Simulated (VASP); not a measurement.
# ZrS (Fm-3m) in VASP: notebook

Runs on ZrS. Level: LDA. Tasks: single point.

Everything below comes from runs of VASP 6.6.1. Logs are shortened: lines on timing, memory, paths and dates and some standing lists are left out, and cuts for length are marked.

## 1. The cell of the first run

Symmetry: Fm-3m, No. 225, cubic system. The conventional cell has a = 5.210 Å, b = 5.210 Å, c = 5.210 Å, α = 90.00°, β = 90.00°, γ = 90.00°. Zr (site symmetry m-3m) has 6 S at 2.61 Å within 3.4 Å. Within 3.4 Å of S (site symmetry m-3m) lie 6 Zr at 2.61 Å.

## 2. Single point, LDA, collinear spin (17.68 Å³/atom)

File INCAR:

```
PREC = Accurate ; ENCUT = 520
EDIFF = 1E-6 ; ISMEAR = 0
SIGMA = 0.15 ; LREAL = F
LASPH = T ; NELM = 150
ALGO = Normal ; ISIF = 2
LWAVE = F ; LCHARG = T
ISPIN = 2 ; MAGMOM = 0.3 0
LORBIT = 11 ; NUPDOWN = 0.3
LMAXMIX = 4 ; GGA = CA
LELF = T ; LVHAR = T
NBANDS = 20
```

File KPOINTS:

```
Automatic mesh
0
Gamma
  16 16 16
```

File POSCAR:

```
ZrS
1.0
    0.0000000000      2.6050690064      2.6050690064
    2.6050690064      0.0000000000      2.6050690064
    2.6050690064      2.6050690064      0.0000000000
Zr S
1 1
Direct
    0.0000000000      0.0000000000      0.0000000000
    0.5000000000      0.5000000000      0.5000000000
```

Potentials or basis: VASP PAW LDA potentials, release 64 (Zr_sv, S).

Launch:

```
> cat potpaw_LDA.64/Zr_sv/POTCAR potpaw_LDA.64/S/POTCAR > POTCAR
> mpirun -np 1 vasp_std > vasp.out
```

OUTCAR:

```text
PREC = Accurate
   ENCUT = 520
   EDIFF = 1E-6
   ISMEAR = 0
   LREAL = F
   LASPH = T
   NELM = 150
   ISIF = 2
   ISPIN = 2
   LORBIT = 11
   NUPDOWN = 0.3
   GGA = CA

 ion  position               nearest neighbor table
   1  0.000  0.000  0.000-   2 2.61   2 2.61   2 2.61   2 2.61   2 2.61   2 2.61
   2  0.500  0.500  0.500-   1 2.61   1 2.61   1 2.61   1 2.61   1 2.61   1 2.61

  LATTYP: Found a face centered cubic cell.
 ALAT       =     5.2101380128

  Lattice vectors:

 A1 = (   0.0000000000,   2.6050690064,   2.6050690064)
 A2 = (   2.6050690064,   0.0000000000,   2.6050690064)
 A3 = (   2.6050690064,   2.6050690064,   0.0000000000)

Analysis of symmetry for initial positions (statically):
=====================================================================
 Subroutine PRICEL returns:
 Original cell was already a primitive cell.

 Routine SETGRP: Setting up the symmetry group for a
 face centered cubic supercell.

 Subroutine GETGRP returns: Found 48 space group operations
 (whereof 48 operations were pure point group operations)
 out of a pool of 48 trial point group operations.

The static configuration has the point symmetry O_h .

Analysis of symmetry for dynamics (positions and initial velocities):
=====================================================================
 Subroutine PRICEL returns:
 Original cell was already a primitive cell.

 Routine SETGRP: Setting up the symmetry group for a
 face centered cubic supercell.

 Subroutine GETGRP returns: Found 48 space group operations
 (whereof 48 operations were pure point group operations)
 out of a pool of 48 trial point group operations.

The dynamic configuration has the point symmetry O_h .

Analysis of structural, dynamic, and magnetic symmetry:
=====================================================================
 Subroutine PRICEL returns:
 Original cell was already a primitive cell.

 Routine SETGRP: Setting up the symmetry group for a
 face centered cubic supercell.

 Subroutine GETGRP returns: Found 48 space group operations
 (whereof 48 operations were pure point group operations)
 out of a pool of 48 trial point group operations.

The overall configuration has the point symmetry O_h .

 Subroutine INISYM returns: Found 48 space group operations
 (whereof 48 operations are pure point group operations),
 and found     1 'primitive' translations

----------------------------------------------------------------------------------------

                                     Primitive cell

  volume of cell :      35.3580

  direct lattice vectors                    reciprocal lattice vectors
     0.000000000  2.605069006  2.605069006    -0.191933495  0.191933495  0.191933495
     2.605069006  0.000000000  2.605069006     0.191933495 -0.191933495  0.191933495
     2.605069006  2.605069006  0.000000000     0.191933495  0.191933495 -0.191933495

  length of vectors
     3.684123920  3.684123920  3.684123920     0.332438566  0.332438566  0.332438566

  position of ions in fractional coordinates (direct lattice)
     0.000000000  0.000000000  0.000000000
     0.500000000  0.500000000  0.500000000

  ion indices of the primitive-cell ions
   primitive index   ion index
                 1           1
                 2           2

----------------------------------------------------------------------------------------

 KPOINTS: Automatic mesh

Automatic generation of k-mesh.
 Grid dimensions read from file:
 generate k-points for:   16   16   16

 Generating k-lattice:

  Cartesian coordinates                     Fractional coordinates (reciprocal lattice)
    -0.011995843  0.011995843  0.011995843     0.062500000  0.000000000  0.000000000
     0.011995843 -0.011995843  0.011995843     0.000000000  0.062500000  0.000000000
     0.011995843  0.011995843 -0.011995843     0.000000000  0.000000000  0.062500000

  Length of vectors
     0.020777410  0.020777410  0.020777410

  Shift w.r.t. Gamma in fractional coordinates (k-lattice)
     0.000000000  0.000000000  0.000000000

 Subroutine IBZKPT returns following result:
 ===========================================

 Found    145 irreducible k-points:

 Following reciprocal coordinates:
            Coordinates               Weight
  0.000000  0.000000  0.000000      1.000000
  0.062500  0.000000  0.000000      8.000000
  0.125000  0.000000  0.000000      8.000000
  0.187500  0.000000  0.000000      8.000000
  0.250000  0.000000  0.000000      8.000000
  0.312500  0.000000  0.000000      8.000000
[... 16 lines left out ...]
 -0.125000  0.062500  0.000000     24.000000
 -0.062500  0.062500  0.000000     12.000000
 [... further k-points ...]
   k-points           NKPTS =    145   k-points in BZ     NKDIM =    145   number of bands    NBANDS=     20
   number of dos      NEDOS =    301   number of ions     NIONS =      2
   total plane-waves  NPLWV =  21952
   dimension x,y,z NGX =    28 NGY =   28 NGZ =   28
   dimension x,y,z NGXF=    56 NGYF=   56 NGZF=   56
   ions per type =               1   1
   NGX,Y,Z   is equivalent  to a cutoff of  12.63, 12.63, 12.63 a.u.
   NGXF,Y,Z  is equivalent  to a cutoff of  25.27, 25.27, 25.27 a.u.
 SYSTEM =  unknown system
   PREC   = accura    normal or accurate (medium, high low for compatibility)
   ISTART =      0    job   : 0-new  1-cont  2-samecut
   ICHARG =      2    charge: 1-file 2-atom 10-const
   ISPIN  =      2    spin polarized calculation?
   LNONCOLLINEAR =      F non collinear calculations
   LSORBIT =      F    spin-orbit coupling
   LASPH  =      T    aspherical Exc in radial PAW
   ENCUT  =  520.0 eV  38.22 Ry    6.18 a.u.   6.85  6.85  6.85*2*pi/ulx,y,z
   NELM   =    150;   NELMIN=  2; NELMDL= -5     # of ELM steps
   EDIFF  = 0.1E-05   stopping-criterion for ELM
   LREAL  =      F    real-space projection
   EDIFFG = 0.1E-04   stopping-criterion for IOM
   NSW    =      0    number of steps for IOM
   IBRION =     -1    ionic relax: 0-MD 1-quasi-New 2-CG
   NFREE  =      0    steps in history (QN), initial steepest desc. (CG)
   ISIF   =      2    stress and relaxation
   ISYM   =      2    0-nonsym 1-usesym 2-fastsym
   POTIM  = 0.5000    time-step for ionic-motion
   TEBEG  =    0.0;   TEEND  =   0.0 temperature during run
   PSTRESS=    0.0 pullay stress
   NELECT =      18.0000    total number of electrons
   NUPDOWN=       0.3000    fix difference up-down
   EMIN   =  10.00;   EMAX   =-10.00  energy-range for DOS
   EFERMI =   0.00;   METHOD = LEGACY
   ISMEAR =     0;   SIGMA  =   0.15  broadening in eV -4-tet -1-fermi 0-gaus
   EFERMI_NEDOS =   21; number of points for ismear=-14 and -15
   IALGO  =     38    algorithm
   IMIX   =      4    mixing-type and parameters
     AMIX     =   0.40;   BMIX     =  1.00
     AMIX_MAG =   1.60;   BMIX_MAG =  1.00
  volume/ion in A,a.u.               =      17.68       119.30
  Fermi-wavevector in a.u.,A,eV,Ry     =   1.307183  2.470218 23.248652  1.708728
  Thomas-Fermi vector in A             =   2.437935
   LORBIT       =     11    0 simple, 1 ext, 2 COOP (PROOUT), +10 PAW based schemes
   GGA     = CA    functional components
   LHFCALC =     F    Hartree Fock is set to
   AEXX    =    0.0000 exact exchange contribution
   IVDW    =     0    specifies the selected vdW correction
   LEPSILON=     F    determine dielectric tensor
   LRPA    =     F    only Hartree local field effects (RPA)
 spin polarized calculation
 Gauss-broadening in eV      SIGMA  =   0.15
  energy-cutoff  :      520.00
  volume of cell :       35.36
 maximum number of plane-waves:       964
   NGX = 13   NGY = 13   NGZ = 13

 number of electron      17.9999999 magnetization       0.3000000

 Free energy of the ion-electron system (eV)
  ---------------------------------------------------
  ext. energy  EPLUGINS =         0.00000000
  ---------------------------------------------------
  free energy    TOTEN  =       -17.11387090 eV

  energy without entropy =      -17.09857630  energy(sigma->0) =      -17.10622360

 E-fermi :  10.6181     XC(G=0): -11.6438

 val. band max:       10.9719062240   @ k =  -0.0625   0.0625   0.0000
 cond. band min:      10.6492548225   @ k =  -0.2500   0.1250   0.0000
 fundamental gap:     -0.3226514015
 Fermi energy:        10.9734623044

 spin component 1

 k-point     1 :       0.0000    0.0000    0.0000
  band No.  band energies     occupation
      1     -38.8776      1.00000
      2     -17.0011      1.00000
      3     -17.0011      1.00000
      4     -17.0011      1.00000
      5      -5.0569      1.00000
      6       7.2982      1.00000
[... 12 lines left out ...]
     19      27.4587      0.00000
     20      27.4587      0.00000
[... 507 lines left out ...]
 k-point    24 :      -0.0625    0.0625    0.0000
  band No.  band energies     occupation
      1     -38.8746      1.00000
      2     -17.0382      1.00000
      3     -17.0104      1.00000
      4     -17.0019      1.00000
      5      -4.9191      1.00000
      6       6.4610      1.00000
[... 12 lines left out ...]
     19      25.4245      0.00000
     20      26.6945      0.00000

 [... further k-points ...]

 spin component 2

 k-point     1 :       0.0000    0.0000    0.0000
  band No.  band energies     occupation
      1     -38.7780      1.00000
      2     -16.8887      1.00000
      3     -16.8887      1.00000
      4     -16.8887      1.00000
      5      -4.9996      1.00000
      6       7.3509      1.00000
[... 12 lines left out ...]
     19      27.5768      0.00000
     20      27.5768      0.00000
[... 507 lines left out ...]
 k-point    24 :      -0.0625    0.0625    0.0000
  band No.  band energies     occupation
      1     -38.7750      1.00000
      2     -16.9258      1.00000
      3     -16.8980      1.00000
      4     -16.8895      1.00000
      5      -4.8623      1.00000
      6       6.5248      1.00000
[... 12 lines left out ...]
     19      25.5211      0.00000
     20      26.7875      0.00000

 [... further k-points ...]

------------------------ aborting loop because EDIFF is reached ----------------------------------------

  FORCE on cell =-STRESS in cart. coord.  units (eV):
  Direction    XX          YY          ZZ          XY          YZ          ZX
  --------------------------------------------------------------------------------------
  -------------------------------------------------------------------------------------
  Total       -1.2871039     -1.2871039     -1.2871039      0.0000000      0.0000000     -0.0000000
  in kB      -58.3225509    -58.3225509    -58.3225509      0.0000000      0.0000000     -0.0000000
  external PRESSURE =     -58.3225509 kB  Pullay stress =       0.0000000 kB

 VOLUME and BASIS-vectors are now :
 -----------------------------------------------------------------------------
  energy-cutoff  :      520.00
  volume of cell :       35.36
      direct lattice vectors                 reciprocal lattice vectors
     0.000000000  2.605069006  2.605069006    -0.191933495  0.191933495  0.191933495
     2.605069006  0.000000000  2.605069006     0.191933495 -0.191933495  0.191933495
     2.605069006  2.605069006  0.000000000     0.191933495  0.191933495 -0.191933495

 POSITION                                       TOTAL-FORCE (eV/Angst)
 -----------------------------------------------------------------------------------
      0.00000      0.00000      0.00000        -0.000000      0.000000      0.000000
      2.60507      2.60507      2.60507         0.000000     -0.000000     -0.000000
 -----------------------------------------------------------------------------------
    total drift:                                0.000000      0.000000      0.000000

  FREE ENERGIE OF THE ION-ELECTRON SYSTEM (eV)
  ---------------------------------------------------
  free  energy   TOTEN  =       -17.1138709011 eV

  energy  without entropy=      -17.0985762955  energy(sigma->0) =      -17.10622360

 total charge

# of ion       s       p       d       tot
------------------------------------------
    1        2.130   5.968   1.759   9.857
    2        1.308   2.458   0.000   3.766
--------------------------------------------------
tot          3.438   8.426   1.759  13.623

 magnetization (x)

# of ion       s       p       d       tot
------------------------------------------
    1        0.003   0.001   0.172   0.176
    2        0.001   0.011   0.000   0.012
--------------------------------------------------
tot          0.004   0.012   0.172   0.188
```

Wall time 77 s (1 thread of Intel Xeon 6975P-C (Granite Rapids), shared host); peak memory 0.26 GiB.

What came out:

```
Free energy                                           : -17.1139 eV
Pressure                                              : -5.8 GPa
Net moment                                            : 0.30 μB per cell
Site moments                                          : Zr +0.18; S +0.01 μB
Valence electrons inside the program's atomic spheres : Zr 9.86; S 3.77
```

Caveat: the cell stands under tension; the total moment is fixed, so each spin has its own Fermi level and the state may be an excited one.

## 3. Single point, LDA, collinear spin (17.68 Å³/atom)

File INCAR:

```
ALGO     = Normal         # electronic algorithm
EDIFF    = 1E-6           # SCF threshold, eV
ENCUT    = 520            # plane-wave cutoff, eV
GGA      = CA             # functional
ISIF     = 2              # what is computed and relaxed
ISMEAR   = 0              # smearing method
ISPIN    = 2              # spin polarisation
LASPH    = True           # aspherical terms in the spheres
LCHARG   = True           # write CHGCAR
LELF     = True           # ELF
LMAXMIX  = 4              # l up to which the mixer works
LORBIT   = 11             # projections on sites
LREAL    = False          # projectors in reciprocal space
LVHAR    = True         
LWAVE    = False          # write WAVECAR
MAGMOM   = 0.9 0          # initial moments
NBANDS   = 20             # bands
NELM     = 150            # most SCF steps
NUPDOWN  = 0.9            # fixed moment
PREC     = Accurate       # precision mode
SIGMA    = 0.15           # smearing width, eV
```

File KPOINTS:

```
k-points
0
Gamma
  16 16 16
```

POSCAR is that of step 2.

Potentials or basis: VASP PAW LDA potentials, release 64 (Zr_sv, S).

Launch:

```
> cat potpaw_LDA.64/Zr_sv/POTCAR potpaw_LDA.64/S/POTCAR > POTCAR
> mpirun -np 1 vasp_std > vasp.out
```

It took 77 s on 1 thread of Intel Xeon 6975P-C (Granite Rapids), shared host; peak memory 0.26 GiB.

The run converged. Its results:

| Quantity | Value |
| --- | --- |
| Free energy | -16.9076 eV |
| Pressure | -4.0 GPa |
| Net moment | 0.90 μB per cell |
| Site moments | Zr +0.52; S +0.04 μB |
| Valence electrons inside the program's atomic spheres | Zr 9.87; S 3.77 |

Caveat: the cell stands under tension; the total moment is fixed, so each spin has its own Fermi level and the state may be an excited one.

## 4. Single point, LDA, collinear spin (17.68 Å³/atom)

File INCAR:

```
PREC = Accurate ; ENCUT = 520
EDIFF = 1E-7 ; ISMEAR = 0
SIGMA = 0.15 ; LREAL = F
LASPH = T ; NELM = 150
ALGO = Normal ; ISIF = 2
LWAVE = F ; LCHARG = T
ISPIN = 2 ; MAGMOM = 0.1 0
LORBIT = 11 ; NUPDOWN = 0.1
LMAXMIX = 4 ; LELF = T
LVHAR = T ; NBANDS = 20
```

File KPOINTS:

```
Automatic mesh
0
Gamma
  16 16 16
```

POSCAR is that of step 3.

Launch:

```
> cat potpaw_LDA.64/Zr_sv/POTCAR potpaw_LDA.64/S/POTCAR > POTCAR
> mpirun -np 1 vasp_std > vasp.out
```

Wall time 83 s (1 thread of Intel Xeon 6975P-C (Granite Rapids), shared host); peak memory 0.26 GiB.

It converged, with:

```yaml
Free_energy: -17.1379 eV
Pressure: -6.1 GPa
Net_moment: 0.10 μB per cell
Site_moments: Zr +0.06; S +0.00 μB
Valence_electrons_inside_the_program's_atomic_spheres: Zr 9.86; S 3.77
```

Caveat: the cell stands under tension; the total moment is fixed, so each spin has its own Fermi level and the state may be an excited one.

## 5. Single point, LDA, collinear spin (17.68 Å³/atom)

File INCAR:

```
SYSTEM = ZrS
ALGO     = Normal         ! electronic algorithm
EDIFF    = 1E-6           ! SCF threshold, eV
ENCUT    = 520            ! plane-wave cutoff, eV
ISIF     = 2              ! what is computed and relaxed
ISMEAR   = 0              ! smearing method
ISPIN    = 2              ! spin polarisation
LASPH    = .True.         ! aspherical terms in the spheres
LCHARG   = .False.        ! write CHGCAR
LMAXMIX  = 4              ! l up to which the mixer works
LORBIT   = 11             ! projections on sites
LREAL    = .False.        ! projectors in reciprocal space
LWAVE    = .False.        ! write WAVECAR
MAGMOM   = 0.5 0          ! initial moments
NBANDS   = 20             ! bands
NELM     = 150            ! most SCF steps
NUPDOWN  = 0.5            ! fixed moment
PREC     = Accurate       ! precision mode
SIGMA    = 0.15           ! smearing width, eV
```

File KPOINTS:

```
k-points
0
Gamma
  16 16 16
  0 0 0
```

POSCAR is that of step 4.

Launch:

```
> cat potpaw_LDA.64/Zr_sv/POTCAR potpaw_LDA.64/S/POTCAR > POTCAR
> mpirun -np 1 vasp_std > vasp.out
```

It took 74 s on 1 thread of Intel Xeon 6975P-C (Granite Rapids), shared host; peak memory 0.26 GiB.

The run converged. Its results:

```yaml
Free_energy: -17.0673 eV
Pressure: -5.4 GPa
Net_moment: 0.50 μB per cell
Site_moments: Zr +0.29; S +0.02 μB
Valence_electrons_inside_the_program's_atomic_spheres: Zr 9.86; S 3.77
```

Caveat: the cell stands under tension; the total moment is fixed, so each spin has its own Fermi level and the state may be an excited one.

## 6. The runs side by side

| fixed moment (μB) | pressure (GPa) | moment (μB) |
| --- | --- | --- |
| 0.3 | -5.8 | 0.30 |
| 0.9 | -4.0 | 0.90 |
| 0.1 | -6.1 | 0.10 |
| 0.5 | -5.4 | 0.50 |

Alike in all rows: task single point; level LDA; potentials or basis VASP PAW LDA potentials, release 64 (Zr_sv, S); spin collinear; cell as given; k mesh 16 × 16 × 16; cutoff (eV) 520; smearing gaussian 0.15 eV.

Caveats: the cell stands under tension; the total moment is fixed, so each spin has its own Fermi level and the state may be an excited one.

Total energies depend on the potentials used, so only differences within one code and one set of settings carry meaning.
